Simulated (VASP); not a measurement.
# Li2Se: single point with LDA

Li2Se:

```
Li Se
1.0
     0.00000    2.99346    2.99346
     2.99346    0.00000    2.99346
     2.99346    2.99346    0.00000
Li Se
2 1
Direct
  0.25000 0.25000 0.25000
  0.75000 0.75000 0.75000
  0.00000 0.00000 0.00000
```

- Program: VASP 6.6.1
- Task: single point
- Functional: LDA
- Potentials or basis: VASP PAW LDA potentials, release 64 (Li_sv, Se)
- Cutoff: 750 eV
- k mesh: 8 × 8 × 8
- Occupations: gaussian, width 0.01 eV
- Spin: no spin polarisation

```yaml
Pressure: -2.4 GPa
Band_gap_on_the_k_mesh: 2.80 eV (least direct gap 3.24 eV)
```

Levels at points of the mesh, in eV from the valence-band top:
| k point | band 2 | band 3 | band 4 | band 5 | band 6 | band 7 | band 8 | band 9 | band 10 | band 11 |
| --- | --- | --- | --- | --- | --- | --- | --- | --- | --- | --- |
| (0.00, 0.00, 0.00) | -43.68 | -11.44 | 0.00 | 0.00 | 0.00 | 3.24 | 5.47 | 5.47 | 5.47 | 10.59 |
| (0.50, 0.00, 0.00) | -43.69 | -11.08 | -2.97 | -0.54 | -0.54 | 5.00 | 5.82 | 5.82 | 7.80 | 11.33 |
| (0.50, 0.50, 0.00) | -43.69 | -10.97 | -2.31 | -1.48 | -1.48 | 2.80 | 6.12 | 10.16 | 10.16 | 11.31 |

Run time: 18 s on 1 thread of Intel(R) Xeon(R) 6975P-C (Granite Rapids), with other jobs on the host, peak memory 0.2 GiB.

A k mesh can miss the band edges. LDA gaps usually lie below the measured ones, often by a third to a half.
